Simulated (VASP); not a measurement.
# As (P6_3/mmc) in VASP: notebook

As is run at these levels: r2SCAN; tasks: single point, relaxation of cell and atoms.

Everything below comes from runs of VASP 6.6.1. Logs are shortened: lines on timing, memory, paths and dates and some standing lists are left out, and cuts for length are marked.

### Step 1. The cell of the first run

The structure is hexagonal, space group P6_3/mmc (No. 194). The conventional cell has a = 3.641 Å, b = 3.641 Å, c = 3.548 Å, α = 90.00°, β = 90.00°, γ = 120.00°. As (site symmetry -6m2) has 14 As at 2.75 to 3.64 Å within 3.7 Å.

This isn't the form of As at room conditions, which is rhombohedral.

### Step 2. Single point, r2SCAN

POSCAR

```
As
1.0
    3.6408938820      0.0000000000      0.0000000000
   -1.8204469410      3.1531065943      0.0000000000
    0.0000000000      0.0000000000      3.5482184318
As
2
Direct
    0.3333333333      0.6666666667      0.2500000000
    0.6666666667      0.3333333333      0.7500000000
```

INCAR.step1

```
PREC = Accurate
ENCUT = 520
ISMEAR = -1
SIGMA = 0.1
LREAL = F
LASPH = T
NELM = 80
NBANDS = 12
GGA = PE
ALGO = Normal
EDIFF = 1E-4
LWAVE = T
LCHARG = F
```

INCAR.step2

```
PREC = Accurate
ENCUT = 520
EDIFF = 1E-6
ISMEAR = -1
SIGMA = 0.1
LREAL = F
LASPH = T
NELM = 80
ALGO = Normal
ISIF = 2
LWAVE = F
LCHARG = F
METAGGA = R2SCAN
LMIXTAU = T
NBANDS = 12
ISTART = 1
```

KPOINTS

```
regular mesh
0
Gamma
  12 12 7
```

Potentials or basis: VASP PAW PBE potentials, release 64 (As).

The run is started by

```bash
$ cat potpaw_PBE.64/As/POTCAR > POTCAR
$ cp INCAR.step1 INCAR
$ mpirun -np 1 vasp_std > vasp.out
$ cp INCAR.step2 INCAR
$ mpirun -np 1 vasp_std > vasp.out
```

OUTCAR:

```text
PREC = Accurate
   ENCUT = 520
   EDIFF = 1E-6
   ISMEAR = -1
   LREAL = F
   LASPH = T
   NELM = 80
   ISIF = 2
   METAGGA = R2SCAN
   ISTART = 1

 ion  position               nearest neighbor table
   1  0.333  0.667  0.250-   2 2.75   2 2.75   2 2.75   2 2.75   2 2.75   2 2.75
   2  0.667  0.333  0.750-   1 2.75   1 2.75   1 2.75   1 2.75   1 2.75   1 2.75

  LATTYP: Found a hexagonal cell.
 ALAT       =     3.6408938820
 C/A-ratio  =     0.9745459623

  Lattice vectors:

 A1 = (   3.6408938820,   0.0000000000,   0.0000000000)
 A2 = (  -1.8204469410,   3.1531065943,   0.0000000000)
 A3 = (   0.0000000000,   0.0000000000,   3.5482184318)

Analysis of symmetry for initial positions (statically):
=====================================================================
 Subroutine PRICEL returns:
 Original cell was already a primitive cell.

 Routine SETGRP: Setting up the symmetry group for a
 hexagonal supercell.

 Subroutine GETGRP returns: Found 24 space group operations
 (whereof 12 operations were pure point group operations)
 out of a pool of 24 trial point group operations.

The static configuration has the point symmetry D_3d.
 The point group associated with its full space group is D_6h.

Analysis of symmetry for dynamics (positions and initial velocities):
=====================================================================
 Subroutine PRICEL returns:
 Original cell was already a primitive cell.

 Routine SETGRP: Setting up the symmetry group for a
 hexagonal supercell.

 Subroutine GETGRP returns: Found 24 space group operations
 (whereof 12 operations were pure point group operations)
 out of a pool of 24 trial point group operations.

The dynamic configuration has the point symmetry D_3d.
 The point group associated with its full space group is D_6h.

 Subroutine INISYM returns: Found 24 space group operations
 (whereof 12 operations are pure point group operations),
 and found     1 'primitive' translations

----------------------------------------------------------------------------------------

                                     Primitive cell

  volume of cell :      40.7340

  direct lattice vectors                    reciprocal lattice vectors
     3.640893882  0.000000000  0.000000000     0.274657826  0.158573770  0.000000000
    -1.820446941  3.153106594  0.000000000     0.000000000  0.317147540  0.000000000
     0.000000000  0.000000000  3.548218432     0.000000000  0.000000000  0.281831578

  length of vectors
     3.640893882  3.640893882  3.548218432     0.317147540  0.317147540  0.281831578

  position of ions in fractional coordinates (direct lattice)
     0.333333333  0.666666667  0.250000000
     0.666666667  0.333333333  0.750000000

  ion indices of the primitive-cell ions
   primitive index   ion index
                 1           1
                 2           2

----------------------------------------------------------------------------------------

 KPOINTS: regular mesh

Automatic generation of k-mesh.
 Grid dimensions read from file:
 generate k-points for:   12   12    7

 Generating k-lattice:

  Cartesian coordinates                     Fractional coordinates (reciprocal lattice)
     0.022888152  0.013214481  0.000000000     0.083333333 -0.000000000  0.000000000
     0.000000000  0.026428962  0.000000000     0.000000000  0.083333333  0.000000000
     0.000000000  0.000000000  0.040261654     0.000000000  0.000000000  0.142857143

  Length of vectors
     0.026428962  0.026428962  0.040261654

  Shift w.r.t. Gamma in fractional coordinates (k-lattice)
     0.000000000  0.000000000  0.000000000

 Subroutine IBZKPT returns following result:
 ===========================================

 Found     76 irreducible k-points:

 Following reciprocal coordinates:
            Coordinates               Weight
  0.000000  0.000000  0.000000      1.000000
  0.083333  0.000000  0.000000      6.000000
  0.166667  0.000000  0.000000      6.000000
  0.250000  0.000000  0.000000      6.000000
  0.333333  0.000000  0.000000      6.000000
  0.416667  0.000000  0.000000      6.000000
[... 16 lines left out ...]
  0.250000  0.000000  0.142857     12.000000
  0.333333  0.000000  0.142857     12.000000
 [... further k-points ...]
   k-points           NKPTS =     76   k-points in BZ     NKDIM =     76   number of bands    NBANDS=     12
   number of dos      NEDOS =    301   number of ions     NIONS =      2
   total plane-waves  NPLWV =  21952
   dimension x,y,z NGX =    28 NGY =   28 NGZ =   28
   dimension x,y,z NGXF=    56 NGYF=   56 NGZF=   56
   ions per type =               2
   NGX,Y,Z   is equivalent  to a cutoff of  12.79, 12.79, 13.12 a.u.
   NGXF,Y,Z  is equivalent  to a cutoff of  25.57, 25.57, 26.24 a.u.
 SYSTEM =  unknown system
   PREC   = accura    normal or accurate (medium, high low for compatibility)
   ISTART =      1    job   : 0-new  1-cont  2-samecut
   ICHARG =      0    charge: 1-file 2-atom 10-const
   ISPIN  =      1    spin polarized calculation?
   LNONCOLLINEAR =      F non collinear calculations
   LSORBIT =      F    spin-orbit coupling
   LASPH  =      T    aspherical Exc in radial PAW
   ENCUT  =  520.0 eV  38.22 Ry    6.18 a.u.   6.77  6.77  6.60*2*pi/ulx,y,z
   NELM   =     80;   NELMIN=  2; NELMDL=  0     # of ELM steps
   EDIFF  = 0.1E-05   stopping-criterion for ELM
   LREAL  =      F    real-space projection
[... 7 lines left out ...]
   TEBEG  =    0.0;   TEEND  =   0.0 temperature during run
   PSTRESS=    0.0 pullay stress
   NELECT =      10.0000    total number of electrons
   NUPDOWN=      -1.0000    fix difference up-down
   EMIN   =  10.00;   EMAX   =-10.00  energy-range for DOS
   EFERMI =   0.00;   METHOD = LEGACY
   ISMEAR =    -1;   SIGMA  =   0.10  broadening in eV -4-tet -1-fermi 0-gaus
   EFERMI_NEDOS =   21; number of points for ismear=-14 and -15
   IALGO  =     38    algorithm
   IMIX   =      4    mixing-type and parameters
     AMIX     =   0.40;   BMIX     =  1.00
     AMIX_MAG =   1.60;   BMIX_MAG =  1.00
  volume/ion in A,a.u.               =      20.37       137.44
  Fermi-wavevector in a.u.,A,eV,Ry     =   1.025075  1.937112 14.296725  1.050780
  Thomas-Fermi vector in A             =   2.158896
   LORBIT       =      0    0 simple, 1 ext, 2 COOP (PROOUT), +10 PAW based schemes
   METAGGA = R2SCAN    functional components
   LHFCALC =     F    Hartree Fock is set to
   AEXX    =    0.0000 exact exchange contribution
   IVDW    =     0    specifies the selected vdW correction
   LEPSILON=     F    determine dielectric tensor
   LRPA    =     F    only Hartree local field effects (RPA)
 non-spin polarized calculation
  energy-cutoff  :      520.00
  volume of cell :       40.73
 maximum number of plane-waves:      1117
 NGX is ok and might be reduce to    28
   NGX = 13   NGY = 13   NGZ = 13

 number of electron      10.0000001 magnetization

 Free energy of the ion-electron system (eV)
  ---------------------------------------------------
  ext. energy  EPLUGINS =         0.00000000
  ---------------------------------------------------
  free energy    TOTEN  =       -28.72589132 eV

  energy without entropy =      -28.69775108  energy(sigma->0) =      -28.71182120

 E-fermi :   5.5544     XC(G=0): -10.7877

 val. band max:        5.5410210037   @ k =   0.1667   0.0833   0.1429
 cond. band min:       5.5746724166   @ k =   0.3333   0.0833   0.4286
 fundamental gap:      0.0336514129
 Fermi energy:         5.5543623948

 k-point     1 :       0.0000    0.0000    0.0000
  band No.  band energies     occupation
      1      -9.9766      2.00000
      2      -0.3974      2.00000
      3       2.1167      2.00000
      4       4.0031      2.00000
      5       4.0031      2.00000
      6       8.0156      0.00000
      7       8.0156      0.00000
      8      10.0116      0.00000
      9      12.6135      0.00000
     10      13.7960      0.00000
     11      17.6544      0.00000
     12      17.6544      0.00000

 k-point     2 :       0.0833    0.0000    0.0000
  band No.  band energies     occupation
      1      -9.8820      2.00000
      2      -0.6706      2.00000
      3       2.2129      2.00000
      4       3.7785      2.00000
      5       3.8632      2.00000
      6       7.8674      0.00000
      7       8.3464      0.00000
      8      10.3930      0.00000
      9      12.1858      0.00000
     10      14.2351      0.00000
     11      17.2357      0.00000
     12      17.5240      0.00000

 k-point     3 :       0.1667    0.0000    0.0000
  band No.  band energies     occupation
      1      -9.6008      2.00000
      2      -1.4381      2.00000
      3       2.4980      2.00000
      4       3.2864      2.00000
      5       3.6237      2.00000
      6       7.5391      0.00000
      7       9.1231      0.00000
      8      11.1585      0.00000
      9      11.4014      0.00000
     10      14.5387      0.00000
     11      17.3368      0.00000
     12      17.3501      0.00000

 k-point     4 :       0.2500    0.0000    0.0000
  band No.  band energies     occupation
      1      -9.1425      2.00000
      2      -2.5268      2.00000
      3       2.7718      2.00000
      4       2.9599      2.00000
      5       3.4536      2.00000
      6       7.3201      0.00000
      7       9.9027      0.00000
      8       9.9969      0.00000
      9      12.2171      0.00000
     10      14.2785      0.00000
     11      17.4233      0.00000
     12      17.5551      0.00000

 k-point     5 :       0.3333    0.0000    0.0000
  band No.  band energies     occupation
      1      -8.5326      2.00000
      2      -3.7149      2.00000
      3       2.3571      2.00000
      4       3.3448      2.00000
      5       3.5669      2.00000
      6       7.3643      0.00000
      7       8.6450      0.00000
      8      10.7019      0.00000
      9      11.5643      0.00000
     10      15.5560      0.00000
     11      17.1379      0.00000
     12      17.8345      0.00000
[... 228 lines left out ...]
      1      -9.6395      2.00000
      2      -1.9434      2.00000
      3       2.6049      2.00000
      4       4.0086      2.00000
      5       4.7026      1.99960
      6       7.8281      0.00000
      7       8.2983      0.00000
      8      11.2511      0.00000
      9      11.3722      0.00000
     10      14.2199      0.00000
     11      15.3888      0.00000
     12      16.0708      0.00000

 k-point    22 :       0.1667    0.0000    0.1429
  band No.  band energies     occupation
      1      -9.3598      2.00000
      2      -2.1627      2.00000
      3       1.7136      2.00000
      4       3.5244      2.00000
      5       5.0822      1.98235
      6       7.4744      0.00000
      7       8.9215      0.00000
      8      10.3014      0.00000
      9      12.1932      0.00000
     10      14.5438      0.00000
     11      15.3117      0.00000
     12      17.2132      0.00000

 k-point    23 :       0.2500    0.0000    0.1429
  band No.  band energies     occupation
      1      -8.9044      2.00000
      2      -2.7540      2.00000
      3       1.2561      2.00000
      4       3.0168      2.00000
      5       5.0750      1.98358
      6       7.0835      0.00000
      7       9.4936      0.00000
      8       9.5176      0.00000
      9      13.0888      0.00000
     10      14.6865      0.00000
     11      15.6013      0.00000
     12      17.3454      0.00000

 k-point    24 :       0.3333    0.0000    0.1429
  band No.  band energies     occupation
      1      -8.2995      2.00000
      2      -3.6849      2.00000
      3       1.3098      2.00000
      4       2.6070      2.00000
      5       4.8610      1.99805
      6       6.4144      0.00037
      7       9.3940      0.00000
      8       9.8817      0.00000
      9      12.8019      0.00000
     10      15.9584      0.00000
     11      16.3727      0.00000
     12      16.5776      0.00000

 [... further k-points ...]

------------------------ aborting loop because EDIFF is reached ----------------------------------------

  FORCE on cell =-STRESS in cart. coord.  units (eV):
  Direction    XX          YY          ZZ          XY          YZ          ZX
  --------------------------------------------------------------------------------------
  -------------------------------------------------------------------------------------
  Total       -0.0015174     -0.0015174     -0.0151349      0.0000000      0.0000000      0.0000000
  in kB       -0.0596841     -0.0596841     -0.5952974      0.0000000      0.0000000      0.0000000
  external PRESSURE =      -0.2382219 kB  Pullay stress =       0.0000000 kB

 VOLUME and BASIS-vectors are now :
 -----------------------------------------------------------------------------
  energy-cutoff  :      520.00
  volume of cell :       40.73
      direct lattice vectors                 reciprocal lattice vectors
     3.640893882  0.000000000  0.000000000     0.274657826  0.158573770  0.000000000
    -1.820446941  3.153106594  0.000000000     0.000000000  0.317147540  0.000000000
     0.000000000  0.000000000  3.548218432     0.000000000  0.000000000  0.281831578

 POSITION                                       TOTAL-FORCE (eV/Angst)
 -----------------------------------------------------------------------------------
     -0.00000      2.10207      0.88705        -0.000000      0.000000      0.000000
      1.82045      1.05104      2.66116         0.000000      0.000000      0.000000
 -----------------------------------------------------------------------------------
    total drift:                                0.000000     -0.000000      0.000000

  FREE ENERGIE OF THE ION-ELECTRON SYSTEM (eV)
  ---------------------------------------------------
  free  energy   TOTEN  =       -28.7258913180 eV

  energy  without entropy=      -28.6977510800  energy(sigma->0) =      -28.71182120
```

Wall time 2 min (1 thread of Intel Xeon 8259CL, shared host); peak memory 0.18 GiB.

What came out:

```yaml
Free_energy: -28.7259 eV
Pressure: 0.0 GPa
Band_gap_on_the_k_mesh: zero (bands 5 and 6 overlap by 3.01 eV)
```

Levels at points of the mesh, in eV from the Fermi level:
```tsv
k point	band 1	band 2	band 3	band 4	band 5	band 6	band 7	band 8	band 9	band 10
(0.00, 0.00, 0.00)	-15.53	-5.95	-3.44	-1.55	-1.55	2.46	2.46	4.46	7.06	8.24
(0.50, 0.00, 0.00)	-13.02	-10.87	-3.55	-2.31	-0.97	1.52	2.26	4.66	5.68	11.24
```

Caveat: the PAW data sets were made with another functional, which shifts forces and pressure a little.

(Continued in part 2 of 2.)

The gap in the log of VASP goes by the Fermi energy; the results here count the filled bands.